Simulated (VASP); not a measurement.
A run of VASP 6.6.1:

The input INCAR:

```
SYSTEM = OsBr3
PREC = Accurate
ENCUT = 520
EDIFF = 1E-7
ISMEAR = 0
SIGMA = 0.05
LREAL = .False.
LASPH = .True.
NELM = 150
ALGO = Normal
ISIF = 2
LWAVE = .False.
LCHARG = .True.
ISPIN = 2
MAGMOM = 2.47 0.17 0.17 0.17
LORBIT = 11
LMAXMIX = 4
LDAU = .True.
LDAUTYPE = 2
LDAUL = 2 -1
LDAUU = 2 0
LDAUJ = 0 0
LDAUPRINT = 1
GGA = PE
LELF = .True.
LVHAR = .True.
NBANDS = 26
```

KPOINTS

```
regular mesh
0
Gamma
  6 6 6
  0 0 0
```

The input POSCAR:

```
OsBr3
1.0
    5.1568595302      0.0000000000      0.0000000000
    0.0000000000      5.1568595302      0.0000000000
    0.0000000000      0.0000000000      5.1568595302
Os Br
1 3
Direct
    0.0000000000      0.0000000000      0.0000000000
    0.5000000000      0.0000000000      0.0000000000
    0.0000000000      0.0000000000      0.5000000000
    0.0000000000      0.5000000000      0.0000000000
```

Potentials or basis: VASP PAW PBE potentials, release 64 (Os, Br).

Launch:

```console
$ cat potpaw_PBE.64/Os/POTCAR potpaw_PBE.64/Br/POTCAR > POTCAR
$ mpirun -np 1 vasp_std > vasp.out
```

Hardware: 1 thread of AMD EPYC 9R45 96-Core Processor (Zen 5), on a shared host.

Estimate the wall time of this run.

Run time: 84 s on 1 thread of AMD EPYC 9R45 96-Core Processor (Zen 5), with other jobs on the host, peak memory 0.31 GiB. Counts: scf iterations 17, k points 20.
